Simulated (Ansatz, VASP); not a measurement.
# One calculation of EuO, two programs

Contents of POSCAR:

```
EuO
1.0
    0.0000000000      2.5719519658      2.5719519658
    2.5719519658      0.0000000000      2.5719519658
    2.5719519658      2.5719519658      0.0000000000
Eu O
1 1
Direct
    0.5000000000      0.5000000000      0.5000000000
    0.0000000000      0.0000000000      0.0000000000
```

The input INCAR.step1:

```
SYSTEM = EuO
  ALGO = Normal
  EDIFF = 1E-5
  ENCUT = 520
  GGA = PE
  GGA_COMPAT = .FALSE.
  ISIF = 2
  ISMEAR = 0
  ISPIN = 2
  KPAR = 4
  LASPH = .TRUE.
  LCHARG = .FALSE.
  LMAXMIX = 6
  LORBIT = 11
  LREAL = .FALSE.
  LWAVE = .TRUE.
  MAGMOM = 7.43 0
  NBANDS = 22
  NELM = 200
  PREC = Accurate
  SIGMA = 0.05
```

INCAR.step2

```
SYSTEM = EuO
  AEXX = 0.25
  ALGO = Normal
  EDIFF = 1E-6
  ENCUT = 520
  GGA = PE
  GGA_COMPAT = .FALSE.
  HFSCREEN = 0.3
  ISIF = 2
  ISMEAR = 0
  ISPIN = 2
  ISTART = 1
  KPAR = 4
  LASPH = .TRUE.
  LCHARG = .FALSE.
  LHFCALC = .TRUE.
  LMAXMIX = 6
  LORBIT = 11
  LREAL = .FALSE.
  LWAVE = .FALSE.
  MAGMOM = 7.43 0
  NBANDS = 22
  NELM = 200
  PREC = Accurate
  PRECFOCK = Normal
  SIGMA = 0.05
```

The input KPOINTS:

```
k-points
0
G
  6 6 6
  0 0 0
```

Input for Ansatz:

```yaml
crystal:
  lattice:
    - [0.0, 2.5719519658, 2.5719519658]
    - [2.5719519658, 0.0, 2.5719519658]
    - [2.5719519658, 2.5719519658, 0.0]
  atoms:
    - { symbol: Eu, position: [0.5, 0.5, 0.5], spin: 7.43 }
    - { symbol: O, position: [0.0, 0.0, 0.0] }
basis:
  ecutwfc: 420
  ecutrho_ratio: 4
kpoints:
  mp_grid: { grid: [6, 6, 6] }
hamiltonian:
  xc: { preset: hse06, exx: { coeff: 0.25, omega: 0.3 } }
scf:
  occupations: { method: gaussian, width: 0.05 }
  n_extra_bands: 13
output:
  forces: true
  stress: true
  eigenvalues: true
  populations: true
  hubbard: { sites: [{ species: Eu, l: f }] }
  dos: { projected: true, de: 0.02 }
magnetization:
  spin_polarized: true
checkpoint:
  read: start.run
  write: ck
  compress: false
  write_wavefunctions: false
  write_every: 100000
```

Alike in both runs: task single point; functional PBE-based screened hybrid with a share of 0.25 of exact exchange and HFSCREEN = 0.3; k mesh 6 × 6 × 6; occupations gaussian, width 0.05 eV; collinear spin.

```csv
,VASP,Ansatz
version,VASP 6.6.1,Ansatz 0.2.0
potentials or method,"VASP PAW PBE potentials, release 64 (Eu, O), cutoff 520 eV","scalar-relativistic, plane waves, PAW"
valence electrons in the cell,23,23
```

```csv
,VASP,Ansatz,Ansatz less VASP
pressure (GPa),-2.4,-1.1,+1.25
net moment per atom (μB),3.50,3.50,0.000
size of the moment on the site where the two differ most (μB),6.71,6.78,+0.070
```

VASP's potentials were made for PBE, not for PBE-based screened hybrid. Site moments also hang on the region over which each program counts them. With one functional, cell and mesh, what is left measures potentials, basis and numerics. Ansatz's warnings: stability check not made, stress exchange threshold loose, stress scf threshold loose.

Neither program's run includes spin-orbit coupling.
